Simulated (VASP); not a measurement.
Write the native input for VASP 6.6.1 that does the following.

- Task: single point
- Functional: PBE
- Potentials or basis: VASP PAW PBE potentials, release 64 (Pt, Se)
- Cutoff: 520 eV
- k mesh: 4 × 4 × 6
- Occupations: fermi-dirac, width 0.02 eV
- Spin: no spin polarisation
- Dipole correction: no
- Further INCAR settings: ALGO = Normal; EDIFF = 1e-06; NBANDS = 31

The structure of PtSe2 lies in POSCAR:

```
PtSe2
1.0
    5.8008420823      0.0000000000      0.0000000000
    0.0000000000      5.8008420823      0.0000000000
    0.0000000000      0.0000000000      4.0086147336
Pt Se
2 4
Direct
    0.0000000000      0.0000000000      0.0000000000
    0.5000000000      0.5000000000      0.5000000000
    0.3100953453      0.3100953453      0.0000000000
    0.1899046547      0.8100953453      0.5000000000
    0.8100953453      0.1899046547      0.5000000000
    0.6899046547      0.6899046547      0.0000000000
```

These files were run (other wordings do the same):

INCAR

```
SYSTEM = PtSe2
ALGO = Normal
EDIFF = 1E-6
ENCUT = 520
GGA = PE
ISIF = 2
ISMEAR = -1
LASPH = .TRUE.
LCHARG = .FALSE.
LREAL = .FALSE.
LWAVE = .FALSE.
NBANDS = 31
NELM = 80
PREC = Accurate
SIGMA = 0.02
```

KPOINTS

```
k-points
0
G
  4 4 6
  0 0 0
```

Potentials or basis: VASP PAW PBE potentials, release 64 (Pt, Se).

Run with:

```console
$ cat potpaw_PBE.64/Pt/POTCAR potpaw_PBE.64/Se/POTCAR > POTCAR
$ mpirun -np 1 vasp_std > vasp.out
```

It gave:

| Property | Result |
| --- | --- |
| Pressure | 0.0 GPa |
| Band gap on the k mesh | zero (bands 22 and 23 overlap by 0.37 eV) |

Caveat: the structure was generated, so it needn't be the stable form of PtSe2; spin-orbit coupling is left out, which moves the levels of the heavy elements.

Wall time 55 s on 1 thread of AMD EPYC 9R45 (Zen 5) (shared host), peak memory 0.25 GiB.
